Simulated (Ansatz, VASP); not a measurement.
## Two plane-wave programs on InSb

```
In Sb
1.0
     0.00000    3.27149    3.23910
     3.27149    0.00000    3.23910
     3.27149    3.27149    0.00000
In Sb
1 1
Direct
  0.00000 0.00000 0.00000
  0.75000 0.75000 0.75000
```

Change from the starting cell: equal xx and yy strain of +1 %, PAW files.

Alike in both runs: task electric field gradients; functional PBE; k mesh 10 × 10 × 10; occupations fermi-dirac, width 0.03 eV; no spin polarisation.

|  | VASP | Ansatz |
| --- | --- | --- |
| version | VASP 6.6.1 | Ansatz 0.2.0 |
| potentials or method | VASP PAW PBE potentials, release 64 (In_d, Sb) | PAW with Ansatz's default frozen-core files, scalar-relativistic |
| plane-wave cutoff (eV) | 520 | 420 |
| valence electrons in the cell | 18 | 28 |

Ansatz gave:

* pressure (GPa): 2.2
* traceless stress, the component that is largest in VASP (GPa): 0.17
* size of Vzz on the site where it differs most (V/Å²): 3.0

Problem. What did VASP give for the same quantities?

Solution. Pressure (GPa): 2.1; traceless stress, the component that is largest in VASP (GPa): 0.17; size of Vzz on the site where it differs most (V/Å²): 2.8.

VASP's potentials hold 18 valence electrons a cell and Ansatz's 28, so a difference there can come from the potentials and not from the codes.

Neither program's run includes spin-orbit coupling.
